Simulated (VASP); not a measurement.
Runs of VASP 6.6.1 on Mo. The structure is that of space group P6/mmm (No. 191), or close to it. The cells are those of the table. This isn't the form of Mo at room conditions, which is bcc.

```tsv
task	cell	k mesh	cutoff (eV)	gap on the mesh (eV)	pressure (GPa)
single point	a = 2.747, b = 2.759, c = 2.595 Å, angles 88.2, 89.7, 119.5°, 1 atom	16 × 16 × 14	520	none	-3.1
single point	a = 2.874, b = 2.874, c = 2.531 Å, angles 90.0, 90.0, 120.0°, 1 atom	18 × 18 × 16	520	none	-12.8
single point	a = 2.770, b = 2.770, c = 2.526 Å, angles 90.0, 90.0, 120.0°, 1 atom	18 × 18 × 16	520	none	(a)
single point	a = 2.670, b = 2.670, c = 2.532 Å, angles 90.0, 90.0, 120.0°, 1 atom	18 × 18 × 16	520	none	18.5
relaxation of cell and atoms	relaxed from a = 2.736, b = 2.736, c = 2.555 Å, angles 90.0, 90.0, 120.0°, 1 atom	18 × 18 × 16	600	none	0.0
single point	a = 2.717, b = 2.717, c = 2.308 Å, angles 90.0, 90.0, 120.0°, 1 atom	18 × 18 × 16	520	none	(b)
```

Alike in all rows: level PBE; potentials or basis VASP PAW PBE potentials, release 64 (Mo_sv); no spin polarisation; smearing gaussian 0.1 eV.

Q: Fill in the values left out.

A: (a) 0.5; (b) 38.9.

Caveats: the cell stands under tension (at least some runs); the cell stands under pressure (at least some runs).

A k mesh can miss the band edges, and the runs leave out spin-orbit coupling on Mo.

A gap of «none» marks levels without a gap at the run's occupations.
